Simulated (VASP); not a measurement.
## MgO: single point with PBEsol

The system is MgO.

```
Mg O
1.0
     0.00000    2.14850    2.14850
     2.14850    0.00000    2.14850
     2.14850    2.14850    0.00000
Mg O
1 1
Direct
  0.00000 0.00000 0.00000
  0.50000 0.50000 0.50000
```

```
Program                : VASP 6.6.1
Task                   : single point
Functional             : PBEsol
Potentials or basis    : VASP PAW PBE potentials, release 64 (Mg, O)
Cutoff                 : 600 eV
k mesh                 : 8 × 8 × 8
Occupations            : fermi-dirac, width 0.0005 eV
Spin                   : no spin polarisation
Dipole correction      : no
Further INCAR settings : ALGO = Normal; EDIFF = 1e-06; NBANDS = 11
```

```yaml
Pressure: -8.9 GPa
Band_gap_on_the_k_mesh: 4.08 eV, direct
```

Levels at points of the mesh, in eV from the valence-band top:
```tsv
k point	band 1	band 2	band 3	band 4	band 5	band 6	band 7	band 8	band 9
(0.00, 0.00, 0.00)	-16.91	0.00	0.00	0.00	4.08	15.30	15.30	15.30	18.99
(0.50, 0.00, 0.00)	-15.74	-4.42	-0.60	-0.60	7.38	11.84	15.58	15.58	19.89
(0.50, 0.50, 0.00)	-15.50	-3.90	-1.28	-1.28	8.85	9.25	12.35	17.96	17.96
```

It took 4.4 s on 1 thread of Intel(R) Xeon(R) Platinum 8559C (Emerald Rapids), on a shared host, peak memory 0.14 GiB.

Caveat: the PAW data sets were made with another functional, which shifts forces and pressure a little. A hybrid or GW would open this gap; PBEsol tends to underestimate it.
